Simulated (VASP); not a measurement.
Runs of VASP 6.6.1 on In4Sb. The structure is that of space group Im-3m (No. 229), or close to it. The cells are those of the table. The cell was built from a structure type or drawn by symmetry, and may not be a known phase.

| task | cell | k mesh | cutoff (eV) | gap on the mesh (eV) | pressure (GPa) | relaxed volume (Å³/atom) |
| --- | --- | --- | --- | --- | --- | --- |
| relaxation of cell and atoms | relaxed from a = 6.041 Å, angles 109.5°, 5 atoms | 8 × 8 × 8 | 600 | none | 0.0 | 35.61 |
| single point | a = 5.481 Å, angles 109.5°, 5 atoms | 4 × 4 × 4 | 520 | none | (a) | - |
| single point | a = 6.140 Å, angles 109.5°, 5 atoms | 8 × 8 × 8 | 520 | none | 0.1 | - |
| relaxation of cell and atoms | relaxed from a = 5.481 Å, angles 109.5°, 5 atoms | 4 × 4 × 4 | 600 | none | 0.0 | 34.06 |
| single point | a = 6.041 Å, angles 109.5°, 5 atoms | 4 × 4 × 4 | 520 | none | 0.1 | - |

Alike in all rows: level PBE; potentials or basis VASP PAW PBE potentials, release 64 (In_d, Sb); no spin polarisation; smearing gaussian 0.1 eV.

Question: Estimate the missing entries.

Answer: (a) 18.1.

Caveats: spin-orbit coupling is left out, which moves the levels of the heavy elements; the cell stands under pressure (at least some runs); the volume moved by over 15 % at a fixed basis, so the end points are rough (at least some runs).

A k mesh can miss the band edges, and the runs leave out spin-orbit coupling on In, Sb.

A gap of «none» marks levels without a gap at the run's occupations.
